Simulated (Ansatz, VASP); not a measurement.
# Ru: VASP beside Ansatz

File INCAR:

```
SYSTEM = Ru
ALGO     = Fast           ! electronic algorithm
EDIFF    = 1E-8           ! SCF threshold, eV
ENCUT    = 520            ! plane-wave cutoff, eV
GGA      = CA             ! functional
ISIF     = 2              ! what is computed and relaxed
ISMEAR   = 1              ! smearing method
LASPH    = .TRUE.         ! aspherical terms in the spheres
LCHARG   = .FALSE.        ! write CHGCAR
LEFG     = .TRUE.       
LREAL    = .FALSE.        ! projectors in reciprocal space
LWAVE    = .FALSE.        ! write WAVECAR
NBANDS   = 21             ! bands
NELM     = 100            ! most SCF steps
PREC     = Accurate       ! precision mode
SIGMA    = 0.12           ! smearing width, eV
```

File KPOINTS:

```
k-points
0
G
  3 3 1
  0 0 0
```

The input POSCAR:

```
Ru
1.0
    2.7078263433      0.0000000000      0.0000000000
   -1.3539131716      2.3450464023      0.0000000000
    0.0000000000      0.0000000000      4.2681017800
Ru
2
Direct
    0.3333333333      0.6666666667      0.2500000000
    0.6666666667      0.3333333333      0.7500000000
```

Input for Ansatz:

```yaml
crystal:
  lattice:
    - [2.7078263433, 0.0, 0.0]
    - [-1.3539131716, 2.3450464023, 0.0]
    - [0.0, 0.0, 4.26810178]
  atoms:
    - { symbol: Ru, position: [0.3333333333, 0.6666666667, 0.25] }
    - { symbol: Ru, position: [0.6666666667, 0.3333333333, 0.75] }
basis: {}
kpoints:
  mp_grid: { grid: [3, 3, 1] }
hamiltonian:
  xc: lda
scf:
  occupations: { method: methfessel_paxton, width: 0.12 }
  mixing: { algorithm: anderson, beta: 0.052 }
  max_iter: 20
output:
  forces: true
  stress: true
  eigenvalues: true
  efg: {}
```

Alike in both runs: task electric field gradients; functional LDA; k mesh 3 × 3 × 1; occupations methfessel-paxton of order 1, width 0.12 eV; no spin polarisation.

|  | VASP | Ansatz |
| --- | --- | --- |
| version | VASP 6.6.1 | Ansatz 0.2.0 |
| potentials or method | VASP PAW LDA potentials, release 64 (Ru_pv) | scalar-relativistic, plane waves, PAW |
| plane-wave cutoff (eV) | 520 | 420 |
| valence electrons in the cell | 28 | 32 |

VASP gave:

| Property | Result |
| --- | --- |
| gap on the k mesh at the Fermi level (eV) | none |
| pressure (GPa) | -1.6 |
| traceless stress, the component that is largest in VASP (GPa) | -41.57 |

Q: Which values does Ansatz return?

A: gap on the k mesh at the Fermi level (eV): none; pressure (GPa): -2.6; traceless stress, the component that is largest in VASP (GPa): -41.83.

LDA's correlation is that of Perdew and Zunger in VASP and of Perdew and Wang (1992) in Ansatz. A gap of «none» marks a metal or a gap that the smearing closes. VASP's potentials hold 28 valence electrons a cell and Ansatz's 32, so a difference there can come from the potentials and not from the codes.

The k mesh is coarse, so the values compare programs but aren't converged.
